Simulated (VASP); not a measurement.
A run of VASP 6.6.1 is set up as follows.

POSCAR

```
Ir
1.0
    2.7182807110      0.0000000000      0.0000000000
   -1.3591403555      2.3541001504      0.0000000000
    0.0000000000      0.0000000000     23.6584007197
Ir
4
Direct
    0.6666666667      0.3333333333      0.3592804138
    0.3333333333      0.6666666667      0.4530934713
    0.0000000000      0.0000000000      0.5452313709
    0.6666666667      0.3333333333      0.6372772066
```

The input INCAR.step1:

```
SYSTEM = Ir
ALGO = Normal
DIPOL = 0.5 0.5 0.499
EDIFF = 1E-4
ENCUT = 520
GGA = PE
IDIPOL = 3
ISMEAR = 0
LASPH = .TRUE.
LCHARG = .FALSE.
LDIPOL = .TRUE.
LREAL = .FALSE.
LWAVE = .TRUE.
NBANDS = 26
NELM = 80
PREC = Accurate
SIGMA = 0.1
```

INCAR.step2

```
SYSTEM = Ir
ALGO = Normal
DIPOL = 0.5 0.5 0.499
EDIFF = 1E-6
ENCUT = 520
IDIPOL = 3
ISIF = 2
ISMEAR = 0
ISTART = 1
LASPH = .TRUE.
LCHARG = .FALSE.
LDIPOL = .TRUE.
LMIXTAU = .TRUE.
LREAL = .FALSE.
LWAVE = .FALSE.
METAGGA = R2SCAN
NBANDS = 26
NELM = 80
PREC = Accurate
SIGMA = 0.1
```

File KPOINTS:

```
k-points
0
G
  12 12 1
  0 0 0
```

Potentials or basis: VASP PAW PBE potentials, release 64 (Ir).

Run with:

```bash
$ cat potpaw_PBE.64/Ir/POTCAR > POTCAR
$ cp INCAR.step1 INCAR
$ mpirun -np 1 vasp_std > vasp.out
$ cp INCAR.step2 INCAR
$ mpirun -np 1 vasp_std > vasp.out
```

(1) Estimate the band gap on the k mesh.

(2) Estimate the largest force.

Answers

(1) zero (band 18 reaches 1.52 eV, above the bottom of band 19 at -0.98 eV).

(2) 0.451 eV/Å.

Caveat: the PAW data sets were made with another functional, which shifts forces and pressure a little; spin-orbit coupling is left out, which moves the levels of the heavy elements.
